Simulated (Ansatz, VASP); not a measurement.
# Mo in VASP and in Ansatz

```xyz
1
Lattice="-1.6037 1.6037 1.5800 1.6037 -1.6037 1.5800 1.5563 1.5563 -1.5800" Properties=species:S:1:pos:R:3 pbc="T T T"
Mo    0.0000    0.0000    0.0000
```

Change from the starting cell: xy shear strain of -3 %.

Alike in both runs: task single point; functional PBE; k mesh 16 × 16 × 16; occupations fermi-dirac, width 0.03 eV; no spin polarisation.

|  | VASP | Ansatz |
| --- | --- | --- |
| version | VASP 6.6.1 | Ansatz 0.2.0 |
| potentials or method | VASP PAW PBE potentials, release 64 (Mo_sv), cutoff 520 eV | all-electron LAPW, scalar-relativistic |

```csv
,VASP,Ansatz,Ansatz less VASP
pressure (GPa),0.7,0.2,-0.52
"traceless stress, the component that is largest in VASP (GPa)",3.23,3.21,-0.022
```

Ansatz ran all-electron here, and VASP with PAW potentials.
